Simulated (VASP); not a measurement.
A run of VASP 6.6.1 is set up as follows.

Contents of INCAR:

```
SYSTEM = Sn
PREC = Accurate
ENCUT = 520
EDIFF = 1E-6
ISMEAR = -1
SIGMA = 0.05
LREAL = .False.
LASPH = .True.
NELM = 150
ALGO = Normal
ISIF = 2
LWAVE = .False.
LCHARG = .False.
LNONCOLLINEAR = .True.
MAGMOM = 0 0 0
LORBIT = 11
LSORBIT = .True.
GGA_COMPAT = .False.
LORBMOM = .True.
GGA = PS
NBANDS = 25
```

File KPOINTS:

```
Automatic mesh
0
Gamma
  7 7 7
  0 0 0
```

Contents of POSCAR:

```
Sn
1.0
   -2.0291894110      2.0291894110      1.6607599896
    2.0291894110     -2.0291894110      1.6607599896
    2.0291894110      2.0291894110     -1.6607599896
Sn
1
Direct
    0.0000000000      0.0000000000      0.0000000000
```

Potentials or basis: VASP PAW PBE potentials, release 64 (Sn_d).

Run with:

```bash
$ cat potpaw_PBE.64/Sn_d/POTCAR > POTCAR
$ mpirun -np 1 vasp_ncl > vasp.out
```

Predict the net moment.

0.00 μB per cell.

What does it give for the pressure?

-1.3 GPa.

Moments on the atoms (μB; x, y, z):
```
Sn  0.00 0.00 0.00
```

Caveat: the PAW data sets were made with another functional, which shifts forces and pressure a little.
